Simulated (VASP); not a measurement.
# Si in VASP: a series of runs, part 2 of 3

VASP 6.6.1. Earlier steps stand in the parts before.

### Step 4. Electric field gradients, LDA (volume scaled by 1.06)

Input file INCAR:

```
SYSTEM = Si
ALGO = Normal
EDIFF = 1E-8
ENCUT = 520
GGA = CA
ISIF = 2
ISMEAR = -1
LASPH = .True.
LCHARG = .False.
LEFG = .True.
LREAL = .False.
LWAVE = .False.
NBANDS = 11
NELM = 60
PREC = Accurate
SIGMA = 0.08
```

Input file KPOINTS:

```
k-points
0
Gamma
  12 12 12
  0 0 0
```

Input file POSCAR:

```
Si
1.0
    0.0000000000      2.7687280309      2.7687280309
    2.7687280309      0.0000000000      2.7687280309
    2.7687280309      2.7687280309      0.0000000000
Si
2
Direct
    0.5000000000      0.5000000000      0.5000000000
    0.7500000000      0.7500000000      0.7500000000
```

Potentials or basis: VASP PAW LDA potentials, release 64 (Si).

Started as:

```sh
$ cat potpaw_LDA.64/Si/POTCAR > POTCAR
$ mpirun -np 1 vasp_std > vasp.out
```

OUTCAR:

```text
SYSTEM = Si
   EDIFF = 1E-8
   ENCUT = 520
   GGA = CA
   ISIF = 2
   ISMEAR = -1
   LASPH = .True.
   LREAL = .False.
   NELM = 60
   PREC = Accurate

 ion  position               nearest neighbor table
   1  0.500  0.500  0.500-   2 2.40   2 2.40   2 2.40   2 2.40
   2  0.750  0.750  0.750-   1 2.40   1 2.40   1 2.40   1 2.40

  LATTYP: Found a face centered cubic cell.
 ALAT       =     5.5374560618

  Lattice vectors:

 A1 = (   0.0000000000,   2.7687280309,   2.7687280309)
 A2 = (   2.7687280309,   0.0000000000,   2.7687280309)
[... 550 lines left out ...]
  ---------------------------------------------------
  free  energy   TOTEN  =       -11.8587540097 eV

  energy  without entropy=      -11.8584433014  energy(sigma->0) =      -11.85859866

 Electric field gradients (V/A^2)
---------------------------------------------------------------------
 ion       V_xx      V_yy      V_zz      V_xy      V_xz      V_yz
---------------------------------------------------------------------
   1      -0.000    -0.000    -0.000    -0.000    -0.000    -0.000
   2      -0.000    -0.000    -0.000    -0.000    -0.000    -0.000
---------------------------------------------------------------------

 Electric field gradients after diagonalization (V/A^2)
 (convention: |V_zz| > |V_xx| > |V_yy|)
----------------------------------------------------------------------
 ion       V_xx      V_yy      V_zz     asymmetry (V_yy - V_xx)/ V_zz
----------------------------------------------------------------------
   1       0.000     0.000    -0.000       0.000
   2       0.000     0.000    -0.000       0.000
----------------------------------------------------------------------

           NMR quadrupolar parameters

 Cq : quadrupolar parameter    Cq=e*Q*V_zz/h
 eta: asymmetry parameters     (V_yy - V_xx)/ V_zz
 Q  : nuclear electric quadrupole moment in mb (millibarn)
----------------------------------------------------------------------
 ion       Cq(MHz)       eta       Q (mb)
----------------------------------------------------------------------
   1      -0.000       0.000       1.000
   2      -0.000       0.000       1.000
----------------------------------------------------------------------
```

OSZICAR:

```text
N       E                     dE             d eps       ncg     rms          rms(c)
DAV:   1     0.724108868613E+01    0.72411E+01   -0.33655E+03  1584   0.594E+02
DAV:   2    -0.115184818670E+02   -0.18760E+02   -0.18168E+02  2138   0.852E+01
DAV:   3    -0.120783050366E+02   -0.55982E+00   -0.55849E+00  2018   0.134E+01
DAV:   4    -0.120829438698E+02   -0.46388E-02   -0.46382E-02  1936   0.156E+00
DAV:   5    -0.120829941545E+02   -0.50285E-04   -0.50284E-04  1996   0.147E-01    0.463E+00
DAV:   6    -0.119311162507E+02    0.15188E+00   -0.80010E-02  1800   0.112E+00    0.276E+00
DAV:   7    -0.118585143933E+02    0.72602E-01   -0.15066E-01  1856   0.159E+00    0.170E-01
DAV:   8    -0.118587676377E+02   -0.25324E-03   -0.66319E-03  1818   0.438E-01    0.740E-02
DAV:   9    -0.118587482887E+02    0.19349E-04   -0.18059E-04  1965   0.733E-02    0.588E-02
DAV:  10    -0.118587541619E+02   -0.58732E-05   -0.13771E-05  1849   0.218E-02    0.208E-02
DAV:  11    -0.118587540072E+02    0.15470E-06   -0.78381E-07  1882   0.457E-03    0.189E-03
DAV:  12    -0.118587540097E+02   -0.24864E-08   -0.19780E-08  1839   0.823E-04
   1 F= -.11858754E+02 E0= -.11858599E+02  d E =-.310708E-03
```

stdout:

```text
POSCAR found type information on POSCAR Si
 POSCAR found :  1 types and       2 ions
 scaLAPACK will be used
 LDA part: xc-table for (Slater(with rela. corr.)+CA(PZ))
 , standard interpolation
 POSCAR, INCAR and KPOINTS ok, starting setup
 FFT: planning ... GRIDC
 FFT: planning ... GRID_SOFT
 FFT: planning ... GRID
 WAVECAR not read
 entering main loop
ion   1

ion   2
```

Run time: 29 s. Hardware: 1 thread of Intel Xeon Platinum 8375C at 2.90GHz (Ice Lake), shared host; peak memory 0.15 GiB.

Results:

| Property | Result |
| --- | --- |
| Free energy | -11.8588 eV |
| Pressure | -6.1 GPa |
| Band gap on the k mesh | 0.56 eV, indirect (least direct gap 2.36 eV) |

Caveat: without QUAD_EFG the Cq values of the log hold for a quadrupole moment of 1 mb, not for the nuclei. A k mesh can miss the band edges.

### Step 5. Electric field gradients, LDA (zz strain of -2 %)

Input file INCAR:

```
  PREC = Accurate
  ENCUT = 520
  EDIFF = 1E-8
  ISMEAR = -1
  SIGMA = 0.08
  LREAL = F
  LASPH = T
  NELM = 80
  ALGO = Normal
  ISIF = 2
  LWAVE = F
  LCHARG = F
  GGA = CA
  LEFG = T
  NBANDS = 11
```

Input file KPOINTS:

```
Automatic mesh
0
Gamma
  12 12 12
```

Input file POSCAR:

```
Si
1.0
    0.0000000000      2.7154700000      2.6611606000
    2.7154700000      0.0000000000      2.6611606000
    2.7154700000      2.7154700000      0.0000000000
Si
2
Direct
    0.5000000000      0.5000000000      0.5000000000
    0.7500000000      0.7500000000      0.7500000000
```

Potentials or basis: VASP PAW LDA potentials, release 64 (Si).

Started as:

```sh
$ cat potpaw_LDA.64/Si/POTCAR > POTCAR
$ mpirun -np 1 vasp_std > vasp.out
```

OUTCAR:

```text
PREC = Accurate
   ENCUT = 520
   EDIFF = 1E-8
   ISMEAR = -1
   LREAL = F
   LASPH = T
   NELM = 80
   ISIF = 2
   GGA = CA

 ion  position               nearest neighbor table
   1  0.500  0.500  0.500-   2 2.34   2 2.34   2 2.34   2 2.34
   2  0.750  0.750  0.750-   1 2.34   1 2.34   1 2.34   1 2.34

  LATTYP: Found a body centered tetragonal cell.
 ALAT       =     3.8402545022
 C/A-ratio  =     1.3859292911

  Lattice vectors:

 A1 = (   0.0000000000,  -2.7154700000,  -2.6611606000)
 A2 = (   0.0000000000,   2.7154700000,  -2.6611606000)
 A3 = (   2.7154700000,   0.0000000000,   2.6611606000)

Analysis of symmetry for initial positions (statically):
=====================================================================
 Subroutine PRICEL returns:
 Original cell was already a primitive cell.

 Routine SETGRP: Setting up the symmetry group for a
 body centered tetragonal supercell.

[... 525 lines left out ...]
  volume of cell :       39.25
      direct lattice vectors                 reciprocal lattice vectors
     0.000000000  2.715470000  2.661160600    -0.184130187  0.184130187  0.187887946
     2.715470000  0.000000000  2.661160600     0.184130187 -0.184130187  0.187887946
     2.715470000  2.715470000  0.000000000     0.184130187  0.184130187 -0.187887946

 POSITION                                       TOTAL-FORCE (eV/Angst)
 -----------------------------------------------------------------------------------
      2.71547      2.71547      2.66116         0.000000      0.000000      0.000000
      4.07320      4.07320      3.99174         0.000000      0.000000      0.000000
 -----------------------------------------------------------------------------------
    total drift:                                0.000000      0.000000     -0.000000

  FREE ENERGIE OF THE ION-ELECTRON SYSTEM (eV)
  ---------------------------------------------------
  free  energy   TOTEN  =       -11.9164997120 eV

  energy  without entropy=      -11.9158261368  energy(sigma->0) =      -11.91616292

 Electric field gradients (V/A^2)
---------------------------------------------------------------------
 ion       V_xx      V_yy      V_zz      V_xy      V_xz      V_yz
---------------------------------------------------------------------
   1      -0.118    -0.118     0.237    -0.000    -0.000    -0.000
   2      -0.118    -0.118     0.237    -0.000    -0.000    -0.000
---------------------------------------------------------------------

 Electric field gradients after diagonalization (V/A^2)
 (convention: |V_zz| > |V_xx| > |V_yy|)
----------------------------------------------------------------------
 ion       V_xx      V_yy      V_zz     asymmetry (V_yy - V_xx)/ V_zz
----------------------------------------------------------------------
   1      -0.118    -0.118     0.237       0.001
   2      -0.118    -0.118     0.237       0.001
----------------------------------------------------------------------

           NMR quadrupolar parameters

 Cq : quadrupolar parameter    Cq=e*Q*V_zz/h
 eta: asymmetry parameters     (V_yy - V_xx)/ V_zz
 Q  : nuclear electric quadrupole moment in mb (millibarn)
----------------------------------------------------------------------
 ion       Cq(MHz)       eta       Q (mb)
----------------------------------------------------------------------
   1       0.001       0.001       1.000
   2       0.001       0.001       1.000
----------------------------------------------------------------------
```

OSZICAR:

```text
N       E                     dE             d eps       ncg     rms          rms(c)
DAV:   1     0.778016161921E+01    0.77802E+01   -0.33410E+03  3586   0.592E+02
DAV:   2    -0.116157660504E+02   -0.19396E+02   -0.18743E+02  4895   0.876E+01
DAV:   3    -0.121859159976E+02   -0.57015E+00   -0.56854E+00  4577   0.136E+01
DAV:   4    -0.121905056267E+02   -0.45896E-02   -0.45890E-02  4370   0.153E+00
DAV:   5    -0.121905549655E+02   -0.49339E-04   -0.49339E-04  4569   0.148E-01    0.514E+00
DAV:   6    -0.120013256959E+02    0.18923E+00   -0.11093E-01  4159   0.132E+00    0.308E+00
DAV:   7    -0.119163645904E+02    0.84961E-01   -0.19477E-01  4134   0.180E+00    0.248E-01
DAV:   8    -0.119165272146E+02   -0.16262E-03   -0.82631E-03  4111   0.496E-01    0.843E-02
DAV:   9    -0.119164946724E+02    0.32542E-04   -0.23878E-04  4457   0.817E-02    0.641E-02
DAV:  10    -0.119164998602E+02   -0.51878E-05   -0.17417E-05  4235   0.245E-02    0.295E-02
DAV:  11    -0.119164997088E+02    0.15135E-06   -0.10493E-06  4199   0.537E-03    0.205E-03
DAV:  12    -0.119164997120E+02   -0.31669E-08   -0.24404E-08  4329   0.935E-04
   1 F= -.11916500E+02 E0= -.11916163E+02  d E =-.673575E-03
```

It took 40 s on 1 thread of Intel Xeon Platinum 8375C at 2.90GHz (Ice Lake), shared host; peak memory 0.17 GiB.

Results:

* Free energy: -11.9165 eV
* Pressure: 0.4 GPa
* Band gap on the k mesh: 0.22 eV, indirect (least direct gap 2.39 eV)

Caveat: the cell differs from its parent crystal (zz strain of -2 %); without QUAD_EFG the Cq values of the log hold for a quadrupole moment of 1 mb, not for the nuclei. A k mesh can miss the band edges.

(Continued in part 3 of 3.)
